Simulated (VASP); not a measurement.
A run of VASP 6.6.1 is set up as follows.

File INCAR:

```
SYSTEM = Mg
  PREC = Accurate
  ENCUT = 520
  EDIFF = 1E-7
  ISMEAR = -1
  SIGMA = 0.1
  LREAL = .False.
  LASPH = .True.
  NELM = 80
  ALGO = Normal
  ISIF = 2
  LWAVE = .False.
  LCHARG = .True.
  GGA = CA
  LELF = .True.
  LVHAR = .True.
  NBANDS = 7
```

Contents of KPOINTS:

```
Automatic mesh
0
Gamma
  16 16 16
  0 0 0
```

The input POSCAR:

```
Mg
1.0
    0.0000000000      2.0701136934      2.0701136934
    2.0701136934      0.0000000000      2.0701136934
    2.0701136934      2.0701136934      0.0000000000
Mg
1
Direct
    0.0000000000      0.0000000000      0.0000000000
```

Potentials or basis: VASP PAW LDA potentials, release 64 (Mg).

The run is started by

```console
$ cat potpaw_LDA.64/Mg/POTCAR > POTCAR
$ mpirun -np 1 vasp_std > vasp.out
```

Predict the band gap on the k mesh.

zero (bands 1 and 2 overlap by 2.92 eV).

Estimate the pressure.

11.6 GPa.

Caveat: the cell stands under pressure.
